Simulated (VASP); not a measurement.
**BaC2: single point with LDA**

The system is BaC2.

```
Ba C
1.0
    -2.07359    2.07359    4.10423
     2.07359   -2.07359    4.10423
     2.07359    2.07359   -4.10423
Ba C
1 2
Direct
  0.00000 0.00000 0.00000
  0.58701 0.58701 0.00000
  0.41299 0.41299 0.00000
```

This cell differs from its parent crystal: ratio of the length along z to the lengths across it x 1.2, volume and fractional coordinates fixed.

```
Program                : VASP 6.6.1
Task                   : single point
Functional             : LDA
Potentials or basis    : VASP PAW LDA potentials, release 64 (Ba_sv, C)
Cutoff                 : 520 eV
k mesh                 : 10 × 10 × 10
Occupations            : gaussian, width 0.05 eV
Spin                   : no spin polarisation
Dipole correction      : no
Further INCAR settings : ALGO = Normal; EDIFF = 1e-07; NBANDS = 16
```

* Pressure: -9.1 GPa
* Largest force: 7.649 eV/Å
* Band gap on the k mesh: 0.89 eV, indirect (least direct gap 1.42 eV)

Forces on the atoms (eV/Å):
```
Ba   0.000  0.000  0.000
C    0.000  0.000 -7.649
C    0.000  0.000  7.649
```

Stress tensor (GPa, compression positive):
```
  2.81   0.00   0.00
  0.00   2.81   0.00
  0.00   0.00 -32.83
```

Levels at points of the mesh, in eV from the valence-band top:
| k point | band 7 | band 8 | band 9 | band 10 | band 11 | band 12 |
| --- | --- | --- | --- | --- | --- | --- |
| (0.00, 0.00, 0.00) | -1.85 | -0.53 | -0.53 | 2.79 | 2.79 | 2.89 |
| (0.50, 0.00, 0.00) | -2.20 | -1.71 | -0.41 | 3.63 | 4.45 | 5.16 |
| (0.50, 0.50, 0.00) | -0.84 | -0.56 | -0.53 | 0.89 | 3.11 | 6.49 |
| (0.50, 0.50, 0.50) | -0.66 | -0.66 | 0.00 | 2.37 | 4.33 | 4.33 |

It took 110 s on 1 thread of Intel(R) Xeon(R) Platinum 8259CL CPU @ 2.50GHz (Skylake/Cascade Lake), with other jobs on the host, peak memory 0.27 GiB.

Caveat: spin-orbit coupling is left out, which moves the levels of the heavy elements; forces of over 1 eV/Å act on the atoms, so gaps and moduli don't describe the material at rest. A k mesh can miss the band edges.
